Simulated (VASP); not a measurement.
Crystal: TiAl.

```
CELL_PARAMETERS angstrom
2.86726 0.00000 0.00000
-1.43363 2.48312 0.00000
0.00000 0.00000 4.67808
ATOMIC_POSITIONS crystal
Ti 0.00000 0.00000 0.00000
Al 0.33333 0.66667 0.50000
```

```yaml
Program: VASP 6.6.1
Task: relaxation of cell and atoms
Functional: PBEsol
Dispersion: D3(BJ)
Potentials_or_basis: VASP PAW PBE potentials, release 64 (Ti_sv, Al)
Cutoff: 600 eV
k_mesh: 11 × 11 × 6
Occupations: fermi-dirac, width 0.05 eV
Spin: no spin polarisation
```

At the start: pressure -7.3 GPa; volume 16.65 Å³/atom.

Task: How do energy, volume and symmetry change on relaxing?

Result: Over 11 steps the energy falls by 26.9 meV/atom and the volume is 15.54 Å³/atom (-6.7 %); space group P-6m2 (No. 187, to 0.05 Å).

Step by step:
| step | energy change (eV) | largest force (eV/Å) | pressure (GPa) | volume (Å³) |
| --- | --- | --- | --- | --- |
| 1 | 0.0000 | 0.0000 | -7.28 | 33.31 |
| 2 | -0.0306 | 0.0000 | 5.65 | 29.79 |
| 3 | -0.0536 | 0.0000 | -0.02 | 31.11 |
| 4 | -0.0536 | 0.0000 | -0.20 | 31.15 |
| 5 | -0.0537 | 0.0000 | -0.22 | 31.13 |
| 6 | -0.0537 | 0.0000 | -0.19 | 31.12 |
| 7 | -0.0537 | 0.0000 | -0.16 | 31.12 |
| 8 | -0.0537 | 0.0000 | -0.16 | 31.13 |
| 9 | -0.0537 | 0.0000 | -0.18 | 31.13 |
| 10 | -0.0538 | 0.0000 | 0.12 | 31.05 |
| 11 | -0.0538 | 0.0000 | 0.02 | 31.08 |

Final structure:
```
Ti Al
1.0
     2.80255    0.00000    0.00000
    -1.40128    2.42708    0.00000
     0.00000    0.00000    4.56884
Ti Al
1 1
Direct
  0.00000 0.00000 0.00000
  0.33333 0.66667 0.50000
```

Caveat: the PAW data sets were made with another functional, which shifts forces and pressure a little; pairwise dispersion overbinds metals, which lowers pressure and volume.
